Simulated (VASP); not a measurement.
# SnTe in VASP: further runs

SnTe is run at these levels: PBE; tasks: single point.

All numbers are computed with VASP 6.6.1; they aren't measurements. Logs are shortened: lines on timing, memory, paths and dates and some standing lists are left out, and cuts for length are marked.

## Step 1: The cell of the first run

Symmetry: F-43m, No. 216, cubic system. The conventional cell has a = 7.487 Å, b = 7.487 Å, c = 7.487 Å, α = 90.00°, β = 90.00°, γ = 90.00°. Sn (site symmetry -43m) has 4 Te at 3.24 Å within 4.3 Å. Within 4.3 Å of Te (site symmetry -43m) lie 4 Sn at 3.24 Å.

## Step 2: Single point, PBE (strained)

INCAR reads:

```
  ALGO = Normal
  EDIFF = 1E-6
  ENCUT = 520
  GGA = PE
  ISIF = 2
  ISMEAR = 0
  LASPH = True
  LCHARG = False
  LREAL = False
  LWAVE = False
  NBANDS = 17
  NELM = 80
  PREC = Accurate
  SIGMA = 0.05
```

KPOINTS reads:

```
k-points
0
Gamma
  8 8 8
```

POSCAR reads:

```
SnTe
1.0
    0.0000000000      3.7437472811      3.7437472811
    3.7437472811      0.0000000000      3.7437472811
    3.7437472811      3.7437472811      0.0000000000
Sn Te
1 1
Direct
    0.0000000000      0.0000000000      0.0000000000
    0.7500000000      0.7500000000      0.7500000000
```

Potentials or basis: VASP PAW PBE potentials, release 64 (Sn_d, Te).

On the command line:

```sh
$ cat potpaw_PBE.64/Sn_d/POTCAR potpaw_PBE.64/Te/POTCAR > POTCAR
$ mpirun -np 1 vasp_std > vasp.out
```

OUTCAR:

```text
EDIFF = 1E-6
   ENCUT = 520
   GGA = PE
   ISIF = 2
   ISMEAR = 0
   LASPH = True
   LREAL = False
   NELM = 80
   PREC = Accurate

 ion  position               nearest neighbor table
   1  0.000  0.000  0.000-   2 3.24   2 3.24   2 3.24   2 3.24
   2  0.750  0.750  0.750-   1 3.24   1 3.24   1 3.24   1 3.24

  LATTYP: Found a face centered cubic cell.
 ALAT       =     7.4874945622

  Lattice vectors:

 A1 = (   0.0000000000,   3.7437472811,   3.7437472811)
 A2 = (   3.7437472811,   0.0000000000,   3.7437472811)
 A3 = (   3.7437472811,   3.7437472811,   0.0000000000)

Analysis of symmetry for initial positions (statically):
=====================================================================
 Subroutine PRICEL returns:
 Original cell was already a primitive cell.

 Routine SETGRP: Setting up the symmetry group for a
 face centered cubic supercell.

 Subroutine GETGRP returns: Found 24 space group operations
 (whereof 24 operations were pure point group operations)
 out of a pool of 48 trial point group operations.

The static configuration has the point symmetry T_d .

Analysis of symmetry for dynamics (positions and initial velocities):
=====================================================================
 Subroutine PRICEL returns:
 Original cell was already a primitive cell.

 Routine SETGRP: Setting up the symmetry group for a
 face centered cubic supercell.

 Subroutine GETGRP returns: Found 24 space group operations
 (whereof 24 operations were pure point group operations)
 out of a pool of 48 trial point group operations.

The dynamic configuration has the point symmetry T_d .

 Subroutine INISYM returns: Found 24 space group operations
 (whereof 24 operations are pure point group operations),
 and found     1 'primitive' translations

----------------------------------------------------------------------------------------

                                     Primitive cell

  volume of cell :     104.9421

  direct lattice vectors                    reciprocal lattice vectors
     0.000000000  3.743747281  3.743747281    -0.133556024  0.133556024  0.133556024
     3.743747281  0.000000000  3.743747281     0.133556024 -0.133556024  0.133556024
     3.743747281  3.743747281  0.000000000     0.133556024  0.133556024 -0.133556024

  length of vectors
     5.294458179  5.294458179  5.294458179     0.231325818  0.231325818  0.231325818

  position of ions in fractional coordinates (direct lattice)
     0.000000000  0.000000000  0.000000000
     0.750000000  0.750000000  0.750000000

  ion indices of the primitive-cell ions
   primitive index   ion index
                 1           1
                 2           2

----------------------------------------------------------------------------------------

 KPOINTS: k-points

Automatic generation of k-mesh.
 Grid dimensions read from file:
 generate k-points for:    8    8    8

 Generating k-lattice:

  Cartesian coordinates                     Fractional coordinates (reciprocal lattice)
    -0.016694503  0.016694503  0.016694503     0.125000000  0.000000000  0.000000000
     0.016694503 -0.016694503  0.016694503     0.000000000  0.125000000  0.000000000
     0.016694503  0.016694503 -0.016694503     0.000000000  0.000000000  0.125000000

  Length of vectors
     0.028915727  0.028915727  0.028915727

  Shift w.r.t. Gamma in fractional coordinates (k-lattice)
     0.000000000  0.000000000  0.000000000

 Subroutine IBZKPT returns following result:
 ===========================================

 Found     29 irreducible k-points:

 Following reciprocal coordinates:
            Coordinates               Weight
  0.000000  0.000000  0.000000      1.000000
  0.125000  0.000000  0.000000      8.000000
  0.250000  0.000000  0.000000      8.000000
  0.375000  0.000000  0.000000      8.000000
  0.500000  0.000000  0.000000      4.000000
  0.125000  0.125000  0.000000      6.000000
[... 16 lines left out ...]
  0.500000  0.250000  0.125000     48.000000
 -0.375000  0.250000  0.125000     24.000000
 [... further k-points ...]
   k-points           NKPTS =     29   k-points in BZ     NKDIM =     29   number of bands    NBANDS=     17
   number of dos      NEDOS =    301   number of ions     NIONS =      2
   total plane-waves  NPLWV =  64000
   dimension x,y,z NGX =    40 NGY =   40 NGZ =   40
   dimension x,y,z NGXF=    80 NGYF=   80 NGZF=   80
   ions per type =               1   1
   NGX,Y,Z   is equivalent  to a cutoff of  12.56, 12.56, 12.56 a.u.
   NGXF,Y,Z  is equivalent  to a cutoff of  25.12, 25.12, 25.12 a.u.
 SYSTEM =  unknown system
   PREC   = accura    normal or accurate (medium, high low for compatibility)
   ISTART =      0    job   : 0-new  1-cont  2-samecut
   ICHARG =      2    charge: 1-file 2-atom 10-const
   ISPIN  =      1    spin polarized calculation?
   LNONCOLLINEAR =      F non collinear calculations
   LSORBIT =      F    spin-orbit coupling
   LASPH  =      T    aspherical Exc in radial PAW
   ENCUT  =  520.0 eV  38.22 Ry    6.18 a.u.   9.84  9.84  9.84*2*pi/ulx,y,z
   NELM   =     80;   NELMIN=  2; NELMDL= -5     # of ELM steps
   EDIFF  = 0.1E-05   stopping-criterion for ELM
   LREAL  =      F    real-space projection
   EDIFFG = 0.1E-04   stopping-criterion for IOM
   NSW    =      0    number of steps for IOM
   IBRION =     -1    ionic relax: 0-MD 1-quasi-New 2-CG
   NFREE  =      0    steps in history (QN), initial steepest desc. (CG)
   ISIF   =      2    stress and relaxation
   ISYM   =      2    0-nonsym 1-usesym 2-fastsym
   POTIM  = 0.5000    time-step for ionic-motion
   TEBEG  =    0.0;   TEEND  =   0.0 temperature during run
   PSTRESS=    0.0 pullay stress
   NELECT =      20.0000    total number of electrons
   NUPDOWN=      -1.0000    fix difference up-down
   EMIN   =  10.00;   EMAX   =-10.00  energy-range for DOS
   EFERMI =   0.00;   METHOD = LEGACY
   ISMEAR =     0;   SIGMA  =   0.05  broadening in eV -4-tet -1-fermi 0-gaus
   EFERMI_NEDOS =   21; number of points for ismear=-14 and -15
   IALGO  =     38    algorithm
   IMIX   =      4    mixing-type and parameters
     AMIX     =   0.40;   BMIX     =  1.00
     AMIX_MAG =   1.60;   BMIX_MAG =  1.00
  volume/ion in A,a.u.               =      52.47       354.09
  Fermi-wavevector in a.u.,A,eV,Ry     =   0.942110  1.780330 12.076141  0.887571
  Thomas-Fermi vector in A             =   2.069687
   LORBIT       =      0    0 simple, 1 ext, 2 COOP (PROOUT), +10 PAW based schemes
   GGA     = PE    functional components
   LHFCALC =     F    Hartree Fock is set to
   AEXX    =    0.0000 exact exchange contribution
   IVDW    =     0    specifies the selected vdW correction
   LEPSILON=     F    determine dielectric tensor
   LRPA    =     F    only Hartree local field effects (RPA)
 non-spin polarized calculation
 Gauss-broadening in eV      SIGMA  =   0.05
  energy-cutoff  :      520.00
  volume of cell :      104.94
 maximum number of plane-waves:      2840
   NGX = 19   NGY = 19   NGZ = 19

 number of electron      20.0000008 magnetization

 Free energy of the ion-electron system (eV)
  ---------------------------------------------------
  ext. energy  EPLUGINS =         0.00000000
  ---------------------------------------------------
  free energy    TOTEN  =        -6.98382209 eV

  energy without entropy =       -6.98382209  energy(sigma->0) =       -6.98382209

 E-fermi :   2.3898     XC(G=0):  -7.0211

 val. band max:        2.2054448081   @ k =  -0.2500   0.5000   0.2500
 cond. band min:       2.5698069879   @ k =   0.5000   0.5000   0.0000
 fundamental gap:      0.3643621799
 Fermi energy:         2.3898186800

 k-point     1 :       0.0000    0.0000    0.0000
  band No.  band energies     occupation
      1     -19.5382      2.00000
      2     -19.5382      2.00000
      3     -19.5382      2.00000
      4     -19.5349      2.00000
      5     -19.5349      2.00000
      6      -8.7176      2.00000
[... 9 lines left out ...]
     16       8.7358      0.00000
     17       9.8963      0.00000

 k-point     2 :       0.1250    0.0000    0.0000
  band No.  band energies     occupation
      1     -19.5384      2.00000
      2     -19.5382      2.00000
      3     -19.5382      2.00000
      4     -19.5349      2.00000
      5     -19.5349      2.00000
      6      -8.6651      2.00000
[... 9 lines left out ...]
     16       8.4073      0.00000
     17       9.5861      0.00000

 k-point     3 :       0.2500    0.0000    0.0000
  band No.  band energies     occupation
      1     -19.5386      2.00000
      2     -19.5379      2.00000
      3     -19.5379      2.00000
      4     -19.5348      2.00000
      5     -19.5348      2.00000
      6      -8.5280      2.00000
[... 9 lines left out ...]
     16       8.2293      0.00000
     17       9.4286      0.00000

 k-point     4 :       0.3750    0.0000    0.0000
  band No.  band energies     occupation
      1     -19.5388      2.00000
      2     -19.5377      2.00000
      3     -19.5377      2.00000
      4     -19.5348      2.00000
      5     -19.5348      2.00000
      6      -8.3725      2.00000
[... 9 lines left out ...]
     16       8.5698      0.00000
     17       9.2471      0.00000

 k-point     5 :       0.5000    0.0000    0.0000
  band No.  band energies     occupation
      1     -19.5389      2.00000
      2     -19.5376      2.00000
      3     -19.5376      2.00000
      4     -19.5347      2.00000
      5     -19.5347      2.00000
      6      -8.3010      2.00000
[... 9 lines left out ...]
     16       9.0797      0.00000
     17       9.0797      0.00000

 k-point     6 :       0.1250    0.1250    0.0000
  band No.  band energies     occupation
      1     -19.5385      2.00000
      2     -19.5380      2.00000
      3     -19.5380      2.00000
      4     -19.5349      2.00000
      5     -19.5348      2.00000
      6      -8.6473      2.00000
[... 9 lines left out ...]
     16       8.8804      0.00000
     17      10.1885      0.00000
[... 281 lines left out ...]
 k-point    21 :       0.5000    0.5000    0.0000
  band No.  band energies     occupation
      1     -19.5400      2.00000
      2     -19.5367      2.00000
      3     -19.5367      2.00000
      4     -19.5352      2.00000
      5     -19.5344      2.00000
      6      -8.1371      2.00000
[... 9 lines left out ...]
     16      10.3410      0.00000
     17      10.3410      0.00000

 k-point    22 :       0.3750    0.2500    0.1250
  band No.  band energies     occupation
      1     -19.5390      2.00000
      2     -19.5376      2.00000
      3     -19.5375      2.00000
      4     -19.5350      2.00000
      5     -19.5347      2.00000
      6      -8.4169      2.00000
[... 9 lines left out ...]
     16       8.9690      0.00000
     17      10.6035      0.00000

 k-point    23 :       0.5000    0.2500    0.1250
  band No.  band energies     occupation
      1     -19.5391      2.00000
      2     -19.5375      2.00000
      3     -19.5373      2.00000
      4     -19.5349      2.00000
      5     -19.5347      2.00000
      6      -8.2826      2.00000
[... 9 lines left out ...]
     16       9.2386      0.00000
     17       9.9965      0.00000

 k-point    24 :      -0.3750    0.2500    0.1250
  band No.  band energies     occupation
      1     -19.5391      2.00000
      2     -19.5375      2.00000
      3     -19.5372      2.00000
      4     -19.5349      2.00000
      5     -19.5347      2.00000
      6      -8.2217      2.00000
[... 9 lines left out ...]
     16       9.1481      0.00000
     17       9.7146      0.00000

 [... further k-points ...]
[... 5 lines left out ...]
  --------------------------------------------------------------------------------------
  -------------------------------------------------------------------------------------
  Total       -1.4324299     -1.4324299     -1.4324299      0.0000000     -0.0000000      0.0000000
  in kB      -21.8692755    -21.8692755    -21.8692755      0.0000000     -0.0000000      0.0000000
  external PRESSURE =     -21.8692755 kB  Pullay stress =       0.0000000 kB

 VOLUME and BASIS-vectors are now :
 -----------------------------------------------------------------------------
  energy-cutoff  :      520.00
  volume of cell :      104.94
      direct lattice vectors                 reciprocal lattice vectors
     0.000000000  3.743747281  3.743747281    -0.133556024  0.133556024  0.133556024
     3.743747281  0.000000000  3.743747281     0.133556024 -0.133556024  0.133556024
     3.743747281  3.743747281  0.000000000     0.133556024  0.133556024 -0.133556024

 POSITION                                       TOTAL-FORCE (eV/Angst)
 -----------------------------------------------------------------------------------
      0.00000      0.00000      0.00000        -0.000000     -0.000000     -0.000000
      5.61562      5.61562      5.61562         0.000000      0.000000      0.000000
 -----------------------------------------------------------------------------------
    total drift:                                0.000000      0.000000      0.000000

  FREE ENERGIE OF THE ION-ELECTRON SYSTEM (eV)
  ---------------------------------------------------
  free  energy   TOTEN  =        -6.9838220900 eV

  energy  without entropy=       -6.9838220892  energy(sigma->0) =       -6.98382209
```

It took 26 s on 1 thread of Intel Xeon 6975P-C (Granite Rapids), shared host; peak memory 0.25 GiB.

Results:

```
Free energy            : -6.9838 eV
Pressure               : -2.2 GPa
Band gap on the k mesh : 0.36 eV, indirect (least direct gap 0.90 eV)
```

Caveat: the cell differs from its parent crystal (strained); spin-orbit coupling is left out, which moves the levels of the heavy elements.

## Step 3: Single point, PBE (strained)

INCAR reads:

```
PREC     = Accurate       # precision mode
ENCUT    = 520            # plane-wave cutoff, eV
EDIFF    = 1E-6           # SCF threshold, eV
ISMEAR   = 0              # smearing method
SIGMA    = 0.05           # smearing width, eV
LREAL    = F              # projectors in reciprocal space
LASPH    = T              # aspherical terms in the spheres
NELM     = 60             # most SCF steps
ALGO     = Normal         # electronic algorithm
ISIF     = 2              # what is computed and relaxed
LWAVE    = F              # write WAVECAR
LCHARG   = F              # write CHGCAR
GGA      = PE             # functional
NBANDS   = 17             # bands
```

KPOINTS reads:

```
regular mesh
0
Gamma
  8 8 8
```

POSCAR reads:

```
SnTe
1.0
    0.0000000000      3.5677761365      3.6761105165
    3.5677761365      0.0000000000      3.6761105165
    3.5677761365      3.5677761365      0.0000000000
Sn Te
1 1
Direct
    0.0000000000      0.0000000000      0.0000000000
    0.7500000000      0.7500000000      0.7500000000
```

Potentials or basis: VASP PAW PBE potentials, release 64 (Sn_d, Te).

On the command line:

```sh
$ cat potpaw_PBE.64/Sn_d/POTCAR potpaw_PBE.64/Te/POTCAR > POTCAR
$ mpirun -np 1 vasp_std > vasp.out
```

Wall time 49 s (1 thread of Intel Xeon 6975P-C (Granite Rapids), shared host); peak memory 0.29 GiB.

It converged, with:

```yaml
Free_energy: -7.0646 eV
Pressure: 0.1 GPa
```

Levels at points of the mesh, in eV from the Fermi level:
```csv
k point,band 7,band 8,band 9,band 10,band 11,band 12,band 13,band 14
"(0.00, 0.00, 0.00)",-5.26,-2.12,-2.00,-2.00,0.89,0.89,0.98,4.04
"(0.50, 0.00, 0.00)",-7.11,-2.63,-2.51,-2.14,1.71,1.73,3.33,5.58
"(0.50, 0.50, 0.00)",-7.51,-3.16,-3.16,-0.69,0.08,3.78,3.78,5.25
"(0.50, 0.00, 0.50)",-7.45,-3.27,-3.26,-0.81,-0.01,3.79,3.85,5.37
```

Caveat: the cell differs from its parent crystal (strained); spin-orbit coupling is left out, which moves the levels of the heavy elements.
